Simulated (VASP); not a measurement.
Runs of VASP 6.6.1 on CuO (zincblende type). The structure is that of space group F-43m (No. 216), or close to it. The cells are those of the table. 

| task | level | cell | k mesh | smearing | gap on the mesh (eV) | pressure (GPa) |
| --- | --- | --- | --- | --- | --- | --- |
| single point | PBE | a = 3.199 Å, angles 60.0°, 2 atoms | 8 × 8 × 8 | fermi-dirac 0.05 eV | none | 0.5 |
| single point | PBE | a = 3.199 Å, angles 60.0°, 2 atoms | 5 × 5 × 5 | fermi-dirac 0.05 eV | none | 0.5 |
| electric field gradients | PBE | a = 3.166 Å, angles 60.0°, 2 atoms | 16 × 16 × 16 | fermi-dirac 0.05 eV | none | (b) |
| electric field gradients | PBE | a = 3.134 Å, angles 60.0°, 2 atoms | 16 × 16 × 16 | tetrahedron | none | (a) |
| single point | PBE | a = 3.199 Å, angles 60.0°, 2 atoms | 16 × 16 × 16 | fermi-dirac 0.05 eV | none | 0.6 |
| single point | PBE+D3(BJ) | a = 3.261 Å, angles 60.0°, 2 atoms | 16 × 16 × 16 | fermi-dirac 0.05 eV | none | -9.5 |
| electric field gradients | PBE | a = 3.199 Å, angles 60.0°, 2 atoms | 5 × 5 × 5 | fermi-dirac 0.05 eV | none | 0.7 |
| electric field gradients | PBE | a = 3.261 Å, angles 60.0°, 2 atoms | 16 × 16 × 16 | fermi-dirac 0.05 eV | none | -6.5 |

Alike in all rows: potentials or basis VASP PAW PBE potentials, release 64 (Cu, O); no spin polarisation; cutoff (eV) 520.

Estimate the missing entries.

(a) 10.6; (b) 5.3.

Caveats: some runs use coarse meshes; an odd number of electrons without spin polarisation forces a metal; a magnetic or distorted state may lie lower; semilocal functionals often make such compounds metallic where correlation or magnetic order opens a gap, which also shifts bond lengths; the cell stands under pressure (at least some runs); the cell stands under tension (at least some runs).

A gap of «none» marks levels without a gap at the run's occupations.
